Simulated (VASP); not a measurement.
Crystal: HfGeF.

```
Hf F Ge
1.0
     3.36963    0.00000    0.00000
     0.00000    3.36963    0.00000
     0.00000    0.00000    7.40100
Hf F Ge
2 2 2
Direct
  0.00000 0.50000 0.24100
  0.50000 0.00000 0.75900
  0.00000 0.50000 0.62000
  0.50000 0.00000 0.38000
  0.00000 0.00000 0.00000
  0.50000 0.50000 0.00000
```

* Program: VASP 6.6.1
* Task: relaxation of cell and atoms
* Functional: PBE
* Potentials or basis: VASP PAW PBE potentials, release 64 (Hf_pv, F, Ge_d)
* Cutoff: 600 eV
* k mesh: 5 × 5 × 3
* Occupations: fermi-dirac, width 0.1 eV
* Spin: collinear spin, zero start
* Starting moments: [0.0, 0.0, 0.0, 0.0, 0.0, 0.0] μB

At the start: pressure 40.1 GPa; volume 14.01 Å³/atom.

Q: Where does the relaxation end?

A: Over 39 steps the energy falls by 649.5 meV/atom and the volume is 17.70 Å³/atom (+26.4 %); space group P4/nmm (No. 129, to 0.1 Å) before and after; moment 0.00 μB per cell.

Step by step:
```tsv
step	energy change (eV)	largest force (eV/Å)	pressure (GPa)	volume (Å³)
1	0.0000	7.7530	40.08	84.03
2	0.4129	1.6911	-18.12	134.17
3	-2.8351	0.6600	-3.80	102.79
4	-2.8638	0.6602	-2.20	101.27
5	-2.8692	0.6606	-0.65	100.06
6	-2.8694	0.6603	-0.94	100.40
7	-2.9928	0.7933	-0.87	99.72
8	-3.3893	1.0728	0.99	97.46
9	-2.4248	4.1247	22.72	91.85
10	-3.4217	1.1012	2.40	96.77
11	-3.5114	0.4092	8.24	94.45
12	-3.5356	0.8375	5.64	95.29
13	-3.5370	0.7242	6.40	95.00
14	-3.5843	0.5268	5.96	95.84
15	-3.6049	0.7164	5.64	97.08
16	-3.6599	0.7029	3.57	98.63
17	-3.7162	0.6777	-0.63	102.28
18	-3.7167	0.6757	-0.87	102.59
19	-3.7367	0.5612	-0.82	102.68
20	-3.7836	0.5851	-0.49	102.93
21	-3.8082	0.7891	0.41	103.43
22	-3.8115	0.6052	0.14	103.30
23	-3.8393	0.4782	0.37	103.54
24	-3.8844	0.0519	1.39	104.25
25	-3.8857	0.1006	1.64	104.42
26	-3.8948	0.1137	-0.74	107.02
27	-3.8966	0.1014	-0.17	106.25
28	-3.8966	0.1005	-0.02	106.20
29	-3.8970	0.0346	-0.06	106.16
30	-3.8970	0.0329	-0.06	106.16
31	-3.8970	0.0187	0.17	106.07
32	-3.8970	0.0213	0.02	106.09
33	-3.8970	0.0200	0.02	106.08
34	-3.8970	0.0193	0.04	106.08
35	-3.8970	0.0192	0.05	106.08
36	-3.8971	0.0157	0.02	106.11
37	-3.8972	0.0168	-0.01	106.19
38	-3.8972	0.0223	-0.04	106.22
39	-3.8973	0.0061	0.06	106.20
```

Final structure:
```yaml
crystal:
  lattice:
    - [3.82612, 0.00000, 0.00000]
    - [0.00000, 3.82612, 0.00000]
    - [0.00000, 0.00000, 7.25425]
  atoms:
    - { symbol: Hf, position: [0.00000, 0.50000, 0.27170] }
    - { symbol: Hf, position: [0.50000, 0.00000, 0.72830] }
    - { symbol: F, position: [0.00000, 0.50000, 0.55585] }
    - { symbol: F, position: [0.50000, 0.00000, 0.44415] }
    - { symbol: Ge, position: [0.00000, 0.00000, 0.00000] }
    - { symbol: Ge, position: [0.50000, 0.50000, 0.00000] }
```

Caveat: the k points lie up to 0.33 Å⁻¹ apart in the final cell, too coarse for converged energies and pressures of a metal; the volume moved by over 15 % at a fixed basis, so the end points are rough.
